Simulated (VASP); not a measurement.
# Mo (Im-3m) in VASP: notebook, part 2 of 3

VASP 6.6.1.

### 3 Single point, BLYP (volume scaled by 0.96)

INCAR reads:

```
AGGAC = 1.0
AGGAX = 1.0
ALDAC = 0.0
ALDAX = 1.0
ALGO = Normal
EDIFF = 1E-6
ENCUT = 520
GGA = B5
ISIF = 2
ISMEAR = -1
LASPH = True
LCHARG = True
LELF = True
LREAL = False
LVHAR = True
LWAVE = False
NBANDS = 13
NELM = 80
PREC = Accurate
SIGMA = 0.1
```

KPOINTS reads:

```
k-points
0
Gamma
  23 23 23
```

POSCAR reads:

```
Mo
1.0
   -1.5799947559      1.5799947559      1.5799947559
    1.5799947559     -1.5799947559      1.5799947559
    1.5799947559      1.5799947559     -1.5799947559
Mo
1
Direct
    0.0000000000      0.0000000000      0.0000000000
```

Potentials or basis: VASP PAW PBE potentials, release 64 (Mo_sv).

Started as:

```
$ cat potpaw_PBE.64/Mo_sv/POTCAR > POTCAR
$ mpirun -np 1 vasp_std > vasp.out
```

OUTCAR:

```text
EDIFF = 1E-6
   ENCUT = 520
   GGA = B5
   ISIF = 2
   ISMEAR = -1
   LASPH = True
   LREAL = False
   NELM = 80
   PREC = Accurate

 ion  position               nearest neighbor table
   1  0.000  0.000  0.000-

  LATTYP: Found a body centered cubic cell.
 ALAT       =     3.1599895118

  Lattice vectors:

 A1 = (  -1.5799947559,   1.5799947559,   1.5799947559)
 A2 = (   1.5799947559,  -1.5799947559,   1.5799947559)
 A3 = (   1.5799947559,   1.5799947559,  -1.5799947559)

Analysis of symmetry for initial positions (statically):
=====================================================================
 Subroutine PRICEL returns:
 Original cell was already a primitive cell.

 Routine SETGRP: Setting up the symmetry group for a
 body centered cubic supercell.

 Subroutine GETGRP returns: Found 48 space group operations
 (whereof 48 operations were pure point group operations)
 out of a pool of 48 trial point group operations.

The static configuration has the point symmetry O_h .

Analysis of symmetry for dynamics (positions and initial velocities):
=====================================================================
 Subroutine PRICEL returns:
 Original cell was already a primitive cell.

 Routine SETGRP: Setting up the symmetry group for a
 body centered cubic supercell.

 Subroutine GETGRP returns: Found 48 space group operations
 (whereof 48 operations were pure point group operations)
 out of a pool of 48 trial point group operations.

The dynamic configuration has the point symmetry O_h .

 Subroutine INISYM returns: Found 48 space group operations
 (whereof 48 operations are pure point group operations),
 and found     1 'primitive' translations

----------------------------------------------------------------------------------------

                                     Primitive cell

  volume of cell :      15.7771

[... 105 lines left out ...]
     AMIX     =   0.40;   BMIX     =  1.00
     AMIX_MAG =   1.60;   BMIX_MAG =  1.00
  volume/ion in A,a.u.               =      15.78       106.47
  Fermi-wavevector in a.u.,A,eV,Ry     =   1.573168  2.972857 33.672496  2.474859
  Thomas-Fermi vector in A             =   2.674493
   LORBIT       =      0    0 simple, 1 ext, 2 COOP (PROOUT), +10 PAW based schemes
   GGA     = B5    functional components
   LHFCALC =     F    Hartree Fock is set to
   AEXX    =    0.0000 exact exchange contribution
   IVDW    =     0    specifies the selected vdW correction
   LEPSILON=     F    determine dielectric tensor
   LRPA    =     F    only Hartree local field effects (RPA)
 non-spin polarized calculation
  energy-cutoff  :      520.00
  volume of cell :       15.78
 maximum number of plane-waves:       437
   NGX = 11   NGY = 11   NGZ = 11

 number of electron      14.0000004 magnetization

 Free energy of the ion-electron system (eV)
  ---------------------------------------------------
  ext. energy  EPLUGINS =         0.00000000
  ---------------------------------------------------
  free energy    TOTEN  =        -9.48361770 eV

  energy without entropy =       -9.46178320  energy(sigma->0) =       -9.47270045

 E-fermi :  12.9973     XC(G=0): -12.7008

 val. band max:       12.9899124760   @ k =   0.3478   0.0870   0.0435
 cond. band min:      13.0008524280   @ k =  -0.2174   0.2609   0.0870
 fundamental gap:      0.0109399520
 Fermi energy:        12.9972556873

 k-point     1 :       0.0000    0.0000    0.0000
  band No.  band energies     occupation
      1     -48.1127      2.00000
      2     -21.5269      2.00000
      3     -21.5269      2.00000
      4     -21.5269      2.00000
      5       5.9892      2.00000
      6      11.5812      2.00000
      7      11.5812      2.00000
      8      11.5812      2.00000
      9      14.6011      0.00000
     10      14.6011      0.00000
     11      27.9904      0.00000
     12      27.9904      0.00000
     13      27.9904      0.00000
[... 354 lines left out ...]
  band No.  band energies     occupation
      1     -48.0598      2.00000
      2     -21.8264      2.00000
      3     -21.5964      2.00000
      4     -21.5533      2.00000
      5       6.9157      2.00000
      6      11.1864      2.00000
      7      11.3082      2.00000
      8      12.5584      1.97546
      9      14.0052      0.00008
     10      14.6974      0.00000
     11      28.6610      0.00000
     12      29.3091      0.00000
     13      29.4827      0.00000

 [... further k-points ...]
[... 5 lines left out ...]
  --------------------------------------------------------------------------------------
  -------------------------------------------------------------------------------------
  Total        1.0872119      1.0872119      1.0872119      0.0000000     -0.0000000      0.0000000
  in kB      110.4073208    110.4073208    110.4073208      0.0000000     -0.0000000      0.0000000
  external PRESSURE =     110.4073208 kB  Pullay stress =       0.0000000 kB

 VOLUME and BASIS-vectors are now :
 -----------------------------------------------------------------------------
  energy-cutoff  :      520.00
  volume of cell :       15.78
      direct lattice vectors                 reciprocal lattice vectors
    -1.579994756  1.579994756  1.579994756     0.000000000  0.316456747  0.316456747
     1.579994756 -1.579994756  1.579994756     0.316456747  0.000000000  0.316456747
     1.579994756  1.579994756 -1.579994756     0.316456747  0.316456747  0.000000000

 POSITION                                       TOTAL-FORCE (eV/Angst)
 -----------------------------------------------------------------------------------
      0.00000      0.00000      0.00000         0.000000      0.000000      0.000000
 -----------------------------------------------------------------------------------
    total drift:                                0.000000     -0.000000      0.000000

  FREE ENERGIE OF THE ION-ELECTRON SYSTEM (eV)
  ---------------------------------------------------
  free  energy   TOTEN  =        -9.4836176994 eV

  energy  without entropy=       -9.4617832024  energy(sigma->0) =       -9.47270045
```

OSZICAR:

```text
N       E                     dE             d eps       ncg     rms          rms(c)
DAV:   1     0.929120065902E+02    0.92912E+02   -0.80571E+03  9544   0.110E+03
DAV:   2    -0.889848960598E+01   -0.10181E+03   -0.98038E+02 10994   0.309E+02
DAV:   3    -0.100420575319E+02   -0.11436E+01   -0.11405E+01 10469   0.326E+01
DAV:   4    -0.100446601051E+02   -0.26026E-02   -0.26025E-02 10704   0.190E+00
DAV:   5    -0.100446773434E+02   -0.17238E-04   -0.17238E-04 10649   0.137E-01    0.134E+01
DAV:   6    -0.954841859885E+01    0.49626E+00   -0.62679E-01  9749   0.964E+00    0.374E+00
DAV:   7    -0.948554156990E+01    0.62877E-01   -0.12063E-01 10464   0.402E+00    0.841E-01
DAV:   8    -0.948346505764E+01    0.20765E-02   -0.47604E-03  9904   0.849E-01    0.159E-01
DAV:   9    -0.948359973339E+01   -0.13468E-03   -0.12113E-04 11094   0.126E-01    0.757E-02
DAV:  10    -0.948361750010E+01   -0.17767E-04   -0.32592E-05  9879   0.642E-02    0.640E-03
DAV:  11    -0.948361769943E+01   -0.19933E-06   -0.12616E-07  6837   0.432E-03
   1 F= -.94836177E+01 E0= -.94727005E+01  d E =-.218345E-01
```

stdout:

```text
POSCAR found type information on POSCAR Mo
 POSCAR found :  1 types and       1 ions
 scaLAPACK will be used
 -----------------------------------------------------------------------------
|                                                                             |
|                                                                             |
|     You enforced a specific xc type in the INCAR file but a different       |
|     I HOPE YOU KNOW WHAT YOU ARE DOING!                                     |
|                                                                             |
 -----------------------------------------------------------------------------

 LDA part: xc-table for (Slater(with rela. corr.)+VWN5), standard interpolation
 POSCAR, INCAR and KPOINTS ok, starting setup
 FFT: planning ... GRIDC
 FFT: planning ... GRID_SOFT
 FFT: planning ... GRID
 WAVECAR not read
 entering main loop
```

It took 98 s on 1 thread of AMD EPYC 7R13, shared host; peak memory 0.15 GiB.

Results:

```yaml
Free_energy: -9.4836 eV
Pressure: 11.0 GPa
Band_gap_on_the_k_mesh: zero (band 7 reaches 16.71 eV, above the bottom of band 8 at 11.58 eV)
```

Levels at points of the mesh, in eV from the Fermi level:
```
           k point  band 3  band 4  band 5  band 6  band 7  band 8  band 9  band 10  band 11  band 12
(0.00, 0.00, 0.00)  -34.52  -34.52   -7.01   -1.42   -1.42   -1.42    1.60     1.60    14.99    14.99
```

Caveat: the PAW data sets were made with another functional, which shifts forces and pressure a little.

### 4 Single point, BLYP (volume scaled by 1.04)

INCAR, as its differences from that of step 3:

```diff
@@ -11,9 +11,7 @@
 LASPH = True
-LCHARG = True
-LELF = True
+LCHARG = False
 LREAL = False
-LVHAR = True
 LWAVE = False
 NBANDS = 13
-NELM = 80
+NELM = 60
 PREC = Accurate
```

KPOINTS is that of step 3.

POSCAR reads:

```
Mo
1.0
   -1.6227178530      1.6227178530      1.6227178530
    1.6227178530     -1.6227178530      1.6227178530
    1.6227178530      1.6227178530     -1.6227178530
Mo
1
Direct
    0.0000000000      0.0000000000      0.0000000000
```

Potentials or basis: VASP PAW PBE potentials, release 64 (Mo_sv).

Started as:

```
$ cat potpaw_PBE.64/Mo_sv/POTCAR > POTCAR
$ mpirun -np 1 vasp_std > vasp.out
```

OUTCAR:

```text
EDIFF = 1E-6
   ENCUT = 520
   GGA = B5
   ISIF = 2
   ISMEAR = -1
   LASPH = True
   LREAL = False
   NELM = 60
   PREC = Accurate

 ion  position               nearest neighbor table
   1  0.000  0.000  0.000-

  LATTYP: Found a body centered cubic cell.
 ALAT       =     3.2454357060

  Lattice vectors:

 A1 = (  -1.6227178530,   1.6227178530,   1.6227178530)
 A2 = (   1.6227178530,  -1.6227178530,   1.6227178530)
 A3 = (   1.6227178530,   1.6227178530,  -1.6227178530)

[... 553 lines left out ...]
      5       5.8691      2.00000
      6      10.1271      2.00000
      7      10.2378      2.00000
      8      11.3486      1.95868
      9      12.6981      0.00013
     10      13.2957      0.00000
     11      27.1585      0.00000
     12      27.6936      0.00000
     13      27.8388      0.00000

 [... further k-points ...]
[... 5 lines left out ...]
  --------------------------------------------------------------------------------------
  -------------------------------------------------------------------------------------
  Total       -0.8408528     -0.8408528     -0.8408528      0.0000000      0.0000000      0.0000000
  in kB      -78.8209203    -78.8209203    -78.8209203      0.0000000      0.0000000      0.0000000
  external PRESSURE =     -78.8209203 kB  Pullay stress =       0.0000000 kB

 VOLUME and BASIS-vectors are now :
 -----------------------------------------------------------------------------
  energy-cutoff  :      520.00
  volume of cell :       17.09
      direct lattice vectors                 reciprocal lattice vectors
    -1.622717853  1.622717853  1.622717853     0.000000000  0.308125038  0.308125038
     1.622717853 -1.622717853  1.622717853     0.308125038  0.000000000  0.308125038
     1.622717853  1.622717853 -1.622717853     0.308125038  0.308125038  0.000000000

 POSITION                                       TOTAL-FORCE (eV/Angst)
 -----------------------------------------------------------------------------------
      0.00000      0.00000      0.00000        -0.000000      0.000000     -0.000000
 -----------------------------------------------------------------------------------
    total drift:                               -0.000000      0.000000      0.000000

  FREE ENERGIE OF THE ION-ELECTRON SYSTEM (eV)
  ---------------------------------------------------
  free  energy   TOTEN  =        -9.4915300043 eV

  energy  without entropy=       -9.4685865638  energy(sigma->0) =       -9.48005828
```

OSZICAR:

```text
N       E                     dE             d eps       ncg     rms          rms(c)
DAV:   1     0.941973637268E+02    0.94197E+02   -0.80875E+03  9560   0.110E+03
DAV:   2    -0.893675424602E+01   -0.10313E+03   -0.99344E+02 10984   0.309E+02
DAV:   3    -0.101155546650E+02   -0.11788E+01   -0.11754E+01 10504   0.329E+01
DAV:   4    -0.101184122440E+02   -0.28576E-02   -0.28575E-02 10569   0.197E+00
DAV:   5    -0.101184329875E+02   -0.20743E-04   -0.20743E-04 10729   0.148E-01    0.113E+01
DAV:   6    -0.955400388304E+01    0.56443E+00   -0.75370E-01  9704   0.103E+01    0.271E+00
DAV:   7    -0.949332500897E+01    0.60679E-01   -0.11548E-01 10514   0.380E+00    0.969E-01
DAV:   8    -0.949133783948E+01    0.19872E-02   -0.50195E-03  9969   0.859E-01    0.184E-01
DAV:   9    -0.949150847298E+01   -0.17063E-03   -0.16211E-04 11101   0.143E-01    0.690E-02
DAV:  10    -0.949152985913E+01   -0.21386E-04   -0.36250E-05  9889   0.634E-02    0.726E-03
DAV:  11    -0.949153000426E+01   -0.14513E-06   -0.13373E-07  7022   0.423E-03
   1 F= -.94915300E+01 E0= -.94800583E+01  d E =-.229434E-01
```

Wall time 2.7 min (1 thread of AMD EPYC 7R13, shared host); peak memory 0.17 GiB.

What came out:

| Quantity | Value |
| --- | --- |
| Free energy | -9.4915 eV |
| Pressure | -7.9 GPa |
| Band gap on the k mesh | zero (band 7 reaches 15.06 eV, above the bottom of band 8 at 10.47 eV) |

Levels at points of the mesh, in eV from the Fermi level:
| k point | band 4 | band 5 | band 6 | band 7 | band 8 | band 9 | band 10 | band 11 |
| --- | --- | --- | --- | --- | --- | --- | --- | --- |
| (0.00, 0.00, 0.00) | -34.66 | -6.72 | -1.26 | -1.26 | -1.26 | 1.48 | 1.48 | 14.87 |

Caveat: the PAW data sets were made with another functional, which shifts forces and pressure a little.

(Continued in part 3 of 3.)
